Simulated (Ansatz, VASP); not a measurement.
**RbCl in VASP and in Ansatz**

The input INCAR:

```
SYSTEM = RbCl
PREC = Accurate
ENCUT = 500
EDIFF = 1E-6
ISMEAR = 0
SIGMA = 0.01
LREAL = .False.
LASPH = .True.
NELM = 120
ALGO = Normal
ISIF = 2
LWAVE = .False.
LCHARG = .False.
GGA = PE
NBANDS = 15
GGA_COMPAT = .False.
```

File KPOINTS:

```
regular mesh
0
Gamma
  4 4 4
  0 0 0
```

File POSCAR:

```
RbCl
1.0
    0.0000000000      3.2740000000      3.2740000000
    3.2740000000      0.0000000000      3.2740000000
    3.2740000000      3.2740000000      0.0000000000
Rb Cl
1 1
Direct
    0.0000000000      0.0000000000      0.0000000000
    0.5000000000      0.5000000000      0.5000000000
```

Input for Ansatz:

```yaml
crystal:
  lattice:
    - [0.0, 3.274, 3.274]
    - [3.274, 0.0, 3.274]
    - [3.274, 3.274, 0.0]
  atoms:
    - { symbol: Rb, position: [0.0, 0.0, 0.0] }
    - { symbol: Cl, position: [0.5, 0.5, 0.5] }
kpoints:
  mp_grid:
    grid: [4, 4, 4]
  band_path:
    path:
      - [0.375, 0.375, 0.75]
      - [0.0, 0.0, 0.0]
      - [0.5, 0.5, 0.5]
      - [0.5, 0.25, 0.75]
      - [0.5, 0.0, 0.5]
    npoints: 10
hamiltonian:
  xc: pbe
scf:
  n_extra_bands: 6
  occupations:
    method: fixed
```

Alike in both runs: task single point; functional PBE; k mesh 4 × 4 × 4; no spin polarisation.

```csv
,VASP,Ansatz
version,VASP 6.6.1,Ansatz 0.2.0
potentials or method,"VASP PAW PBE potentials, release 64 (Rb_sv, Cl)","plane waves, PAW"
plane-wave cutoff (eV),500,420
occupations,"gaussian, width 0.01 eV",fixed
valence electrons in the cell,16,16
```

```tsv
	VASP	Ansatz	Ansatz less VASP
gap on the k mesh at the Fermi level (eV)	5.05	5.05	+0.004
```
